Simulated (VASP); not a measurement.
## Zr2H3: relaxation of cell and atoms with PBE

Zr2H3:

```
CELL_PARAMETERS angstrom
3.19710 0.00077 -0.06013
-1.59788 2.80283 0.03480
-0.21122 0.01920 11.08522
ATOMIC_POSITIONS crystal
Zr 0.31312 0.65572 0.12051
Zr 0.34012 0.69490 0.61422
Zr 0.67194 0.33187 0.38614
Zr 0.68458 0.34755 0.87821
H 0.00496 0.99090 0.99016
H 0.98966 0.00873 0.49946
H 0.31312 0.65827 0.30816
H 0.34926 0.66271 0.80509
H 0.66410 0.33381 0.20125
H 0.66913 0.31554 0.69681
```

```
Program                : VASP 6.6.1
Task                   : relaxation of cell and atoms
Functional             : PBE
Potentials or basis    : VASP PAW PBE potentials, release 64 (Zr_sv, H)
Cutoff                 : 600 eV
k mesh                 : 6 × 6 × 2
Occupations            : gaussian, width 0.2 eV
Spin                   : no spin polarisation
Dipole correction      : no
Further INCAR settings : ALGO = Normal; EDIFF = 1e-07; IBRION = 2; EDIFFG = -0.025; NSW = 80; ISIF = 3
```

| Property | Result |
| --- | --- |
| Relaxed volume | 10.46 Å³/atom |
| Relaxed cell | a = 3.237 Å, b = 3.235 Å, c = 11.358 Å, α = 87.42°, β = 92.66°, γ = 118.30° |
| Space group after relaxing (to 0.1 Å) | C2/m (No. 12) |
| Energy gained by relaxing | 27.2 meV/atom |
| Ionic steps | 16 |
| Pressure after relaxing | 0.1 GPa |
| Largest force after relaxing | 0.018 eV/Å |
| Band gap on the k mesh | zero (bands 27 and 28 overlap by 1.53 eV) |

Forces on the atoms (eV/Å):
```
Zr   0.010  0.006 -0.008
Zr  -0.004  0.003 -0.008
Zr   0.004 -0.002 -0.001
Zr  -0.005  0.009  0.014
H    0.000 -0.012 -0.008
H    0.008 -0.005  0.007
H    0.009  0.006  0.015
H   -0.010 -0.007 -0.009
H   -0.001  0.010  0.009
H   -0.009 -0.007 -0.011
```

Step by step:
```tsv
step	energy change (eV)	largest force (eV/Å)	pressure (GPa)	volume (Å³)
1	0.0000	1.0211	7.60	99.31
2	-0.2189	0.3054	-1.91	106.23
3	-0.2200	0.3272	-1.33	105.73
4	-0.2472	0.1708	-0.46	104.95
5	-0.2551	0.1242	0.38	104.26
6	-0.2602	0.0971	0.03	104.53
7	-0.2624	0.1070	-0.37	104.86
8	-0.2658	0.0787	0.06	104.51
9	-0.2664	0.0598	0.35	104.29
10	-0.2683	0.0621	-0.05	104.63
11	-0.2685	0.0690	-0.22	104.78
12	-0.2701	0.0435	-0.01	104.63
13	-0.2706	0.0611	0.16	104.51
14	-0.2717	0.0277	-0.06	104.72
15	-0.2718	0.0293	-0.13	104.78
16	-0.2722	0.0180	0.13	104.58
```

Final structure:
```
CELL_PARAMETERS angstrom
3.23560 0.04872 -0.07562
-1.57521 2.82498 0.07369
-0.26365 0.14202 11.35441
ATOMIC_POSITIONS crystal
Zr 0.31487 0.67897 0.11920
Zr 0.32295 0.67955 0.61928
Zr 0.67425 0.32109 0.38141
Zr 0.68330 0.31977 0.88148
H 0.01050 0.99933 0.99634
H 0.99758 0.00179 0.50092
H 0.32846 0.66469 0.30471
H 0.33972 0.66486 0.80549
H 0.65940 0.33421 0.19537
H 0.66897 0.33575 0.69578
```

Levels at points of the mesh, in eV from the Fermi level:
```csv
k point,band 24,band 25,band 26,band 27,band 28,band 29,band 30,band 31
"(0.00, 0.00, 0.00)",-0.08,0.18,0.21,0.60,0.69,0.86,0.89,0.91
"(0.50, 0.00, 0.00)",-2.24,-1.36,-1.29,0.10,0.42,0.85,1.89,2.07
"(0.00, 0.50, 0.00)",-2.24,-1.36,-1.29,0.10,0.44,0.85,1.89,2.07
"(0.50, 0.50, 0.00)",-2.31,-1.45,-0.93,0.27,0.95,1.23,1.41,1.92
"(0.00, 0.00, 0.50)",-0.83,0.17,0.18,0.75,0.76,0.78,0.78,1.04
"(0.50, 0.00, 0.50)",-2.59,-1.28,-1.26,0.18,0.24,1.06,1.10,3.21
"(0.00, 0.50, 0.50)",-2.60,-1.28,-1.26,0.21,0.24,1.05,1.11,3.19
"(0.50, 0.50, 0.50)",-2.60,-1.20,-1.17,0.62,0.62,1.02,1.10,3.16
```

It took 71 min on 1 thread of Oxide Virtual Turin-like Processor (shared host), peak memory 0.31 GiB.

Caveat: the k points lie up to 0.37 Å⁻¹ apart in the final cell, too coarse for converged energies and pressures of a metal.
